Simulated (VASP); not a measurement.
ScAl3:

```
Sc Al
1.0
     3.99897    0.00000    0.00000
     0.00000    3.99897    0.00000
     0.00000    0.00000    3.99897
Sc Al
1 3
Cartesian
  0.0000 0.0000 0.0000
  1.9995 1.9995 0.0000
  1.9995 0.0000 1.9995
  0.0000 1.9995 1.9995
```

| Property | Result |
| --- | --- |
| Program | VASP 6.6.1 |
| Task | relaxation of cell and atoms |
| Functional | PBEsol |
| Potentials or basis | VASP PAW PBE potentials, release 64 (Sc_sv, Al) |
| Cutoff | 600 eV |
| k mesh | 10 × 10 × 10 |
| Occupations | gaussian, width 0.1 eV |
| Spin | no spin polarisation |

At the start: pressure 5.7 GPa; volume 15.99 Å³/atom.

Task: Where does the relaxation end?

Result: Over 3 steps the energy falls by 15.2 meV/atom and the volume is 16.89 Å³/atom (+5.7 %); space group Pm-3m (No. 221, to 0.1 Å) before and after.

The path:
```tsv
step	energy change (eV)	largest force (eV/Å)	pressure (GPa)	volume (Å³)
1	0.0000	0.0000	5.66	63.95
2	-0.0484	0.0000	-2.25	69.33
3	-0.0610	0.0000	0.01	67.56
```

Final structure:
```
Sc Al
1.0
     4.07291    0.00000    0.00000
     0.00000    4.07291    0.00000
     0.00000    0.00000    4.07291
Sc Al
1 3
Cartesian
  0.0000 0.0000 0.0000
  2.0365 2.0365 0.0000
  2.0365 0.0000 2.0365
  0.0000 2.0365 2.0365
```

Caveat: the PAW data sets were made with another functional, which shifts forces and pressure a little.
